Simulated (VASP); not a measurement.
# H2PbO3 (P6mm) in VASP: a series of runs, part 2 of 2

VASP 6.6.1.

## 3. Relaxation of cell and atoms, PBE

This run uses another cell than the first one, of 11.08 Å³/atom, 0.982 times its volume.

Input file INCAR:

```
SYSTEM = H2PbO3
ALGO     = Normal         ! electronic algorithm
EDIFF    = 1E-6           ! SCF threshold, eV
EDIFFG   = -0.01          ! ionic threshold
ENCUT    = 600            ! plane-wave cutoff, eV
GGA      = PE             ! functional
IBRION   = 2              ! ionic algorithm
ISIF     = 3              ! what is computed and relaxed
ISMEAR   = 0              ! smearing method
LASPH    = .True.         ! aspherical terms in the spheres
LCHARG   = .False.        ! write CHGCAR
LREAL    = .False.        ! projectors in reciprocal space
LWAVE    = .False.        ! write WAVECAR
NELM     = 100            ! most SCF steps
NSW      = 100            ! ionic steps
PREC     = Accurate       ! precision mode
SIGMA    = 0.1            ! smearing width, eV
```

Input file KPOINTS:

```
k-points
0
Gamma
  12 12 10
  0 0 0
```

Input file POSCAR:

```
H2PbO3
1.0
    4.5857202260      0.0000000000      0.0000000000
   -2.2928601130      3.9713502104      0.0000000000
    0.0000000000      0.0000000000      3.6496739551
H Pb O
2 1 3
Direct
    0.6666666667      0.3333333333      0.2727875774
    0.3333333333      0.6666666667      0.2727875774
    0.0000000000      0.0000000000      0.6795204384
    0.5000000000      0.5000000000      0.3228471189
    0.5000000000      0.0000000000      0.3228471189
    0.0000000000      0.5000000000      0.3228471189
```

Potentials or basis: VASP PAW PBE potentials, release 64 (H, Pb_d, O).

Started as:

```
$ cat potpaw_PBE.64/H/POTCAR potpaw_PBE.64/Pb_d/POTCAR potpaw_PBE.64/O/POTCAR > POTCAR
$ mpirun -np 1 vasp_std > vasp.out
```

OUTCAR:

```text
SYSTEM = H2PbO3
   EDIFF = 1E-6
   EDIFFG = -0.01
   ENCUT = 600
   GGA = PE
   IBRION = 2
   ISIF = 3
   ISMEAR = 0
   LASPH = .True.
   LREAL = .False.
   NELM = 100
   NSW = 100
   PREC = Accurate

 ion  position               nearest neighbor table
   1  0.667  0.333  0.273-   6 1.34   5 1.34   4 1.34
   2  0.333  0.667  0.273-   6 1.34   5 1.34   4 1.34
   3  0.000  0.000  0.680-   5 2.64   5 2.64   6 2.64   6 2.64   4 2.64   4 2.64
   4  0.500  0.500  0.323-   1 1.34   2 1.34   3 2.64   3 2.64
   5  0.500  0.000  0.323-   1 1.34   2 1.34   3 2.64   3 2.64
   6  0.000  0.500  0.323-   1 1.34   2 1.34   3 2.64   3 2.64

  LATTYP: Found a hexagonal cell.
 ALAT       =     4.5857202260
 C/A-ratio  =     0.7958780247

  Lattice vectors:

 A1 = (   4.5857202260,   0.0000000000,   0.0000000000)
 A2 = (  -2.2928601130,   3.9713502104,   0.0000000000)
[... 505 lines left out ...]

 number of electron      34.0000015 magnetization

 Free energy of the ion-electron system (eV)
  ---------------------------------------------------
  ext. energy  EPLUGINS =         0.00000000
  ---------------------------------------------------
  free energy    TOTEN  =       -25.94341086 eV

  energy without entropy =      -25.92407394  energy(sigma->0) =      -25.93374240

 E-fermi :   2.8055     XC(G=0):  -9.8658

 val. band max:        2.8038862183   @ k =   0.1667   0.0833   0.3000
 cond. band min:       2.8096429110   @ k =   0.4167   0.1667   0.0000
 fundamental gap:      0.0057566927
 Fermi energy:         2.8055176429

 k-point     1 :       0.0000    0.0000    0.0000
  band No.  band energies     occupation
      1     -16.7043      2.00000
      2     -13.6294      2.00000
      3     -13.6294      2.00000
      4     -13.1673      2.00000
      5     -13.0158      2.00000
      6     -13.0158      2.00000
[... 565 lines left out ...]
     20       8.5682      0.00000
     21       8.7154      0.00000

 [... further k-points ...]
[... 5 lines left out ...]
  --------------------------------------------------------------------------------------
  -------------------------------------------------------------------------------------
  Total       -0.0481058     -0.0481058      0.0015001      0.0000000      0.0000000      0.0000000
  in kB       -1.1531572     -1.1531572      0.0359594      0.0000000      0.0000000      0.0000000
  external PRESSURE =      -0.7567850 kB  Pullay stress =       0.0000000 kB
[... 21 lines left out ...]
  FREE ENERGIE OF THE ION-ELECTRON SYSTEM (eV)
  ---------------------------------------------------
  free  energy   TOTEN  =       -25.9434108591 eV

  energy  without entropy=      -25.9240739409  energy(sigma->0) =      -25.93374240

 reached required accuracy - stopping structural energy minimisation
```

OSZICAR:

```text
N       E                     dE             d eps       ncg     rms          rms(c)
DAV:   1     0.397094575032E+03    0.39709E+03   -0.18934E+04  4793   0.200E+03
DAV:   2     0.189703262893E+02   -0.37812E+03   -0.35864E+03  5388   0.502E+02
DAV:   3    -0.265096276084E+02   -0.45480E+02   -0.44032E+02  5971   0.176E+02
[... 61 lines left out ...]
DAV:   1    -0.259432574718E+02    0.11293E-03   -0.52617E-02  5338   0.138E+00    0.362E-02
DAV:   2    -0.259434208243E+02   -0.16335E-03   -0.18429E-03  5730   0.367E-01    0.201E-02
DAV:   3    -0.259434133410E+02    0.74834E-05   -0.27587E-05  6502   0.799E-02    0.108E-02
DAV:   4    -0.259434108999E+02    0.24411E-05   -0.93676E-06  5826   0.604E-02    0.321E-03
DAV:   5    -0.259434108591E+02    0.40798E-07   -0.12525E-06  2714   0.109E-02
   9 F= -.25943411E+02 E0= -.25933742E+02  d E =-.413498E-04
```

Run time: 5.1 min. Hardware: 1 thread of Intel Xeon 6975P-C (Granite Rapids), shared host; peak memory 0.36 GiB.

What came out:

```yaml
Free_energy: -25.9434 eV
Relaxed_volume: 11.14 Å³/atom
Relaxed_cell: a = 4.583 Å, b = 4.583 Å, c = 3.675 Å, α = 90.00°, β = 90.00°, γ = 120.00°
Space_group_after_relaxing_to_0.05_Å: P6mm (No. 183)
Energy_gained_by_relaxing: 0.1 meV/atom
Ionic_steps: 9
Pressure_after_relaxing: -0.1 GPa
Largest_force_after_relaxing: 0.007 eV/Å
Band_gap_on_the_k_mesh: zero (band 17 reaches 3.24 eV, above the bottom of band 18 at 2.13 eV)
```

Forces on the atoms (eV/Å):
```
H    0.000  0.000  0.007
H    0.000  0.000  0.007
Pb   0.000  0.000 -0.006
O    0.000  0.000 -0.002
O    0.000  0.000 -0.002
O    0.000  0.000 -0.002
```

Stress tensor (GPa, compression positive):
```
-0.12  0.00  0.00
 0.00 -0.12  0.00
 0.00  0.00  0.00
```

The path:
```
step  energy change (eV)  largest force (eV/Å)  pressure (GPa)  volume (Å³)
   1              0.0000                0.0195           -0.17        66.47
   2             -0.0001                0.0109            0.08        66.35
   3             -0.0001                0.0113            0.08        66.35
   4             -0.0002                0.0119            0.09        66.39
   5             -0.0003                0.0148            0.05        66.48
   6             -0.0004                0.0209            0.04        66.67
   7             -0.0005                0.0166           -0.03        66.78
   8             -0.0005                0.0141           -0.08        66.82
   9             -0.0006                0.0066           -0.08        66.84
```

Final structure:
```
H Pb O
1.0
     4.58269    0.00000    0.00000
    -2.29135    3.96873    0.00000
     0.00000    0.00000    3.67491
H Pb O
2 1 3
Direct
  0.66667 0.33333 0.27237
  0.33333 0.66667 0.27237
  0.00000 0.00000 0.67529
  0.50000 0.50000 0.32453
  0.50000 0.00000 0.32453
  0.00000 0.50000 0.32453
```

Caveat: spin-orbit coupling is left out, which moves the levels of the heavy elements.
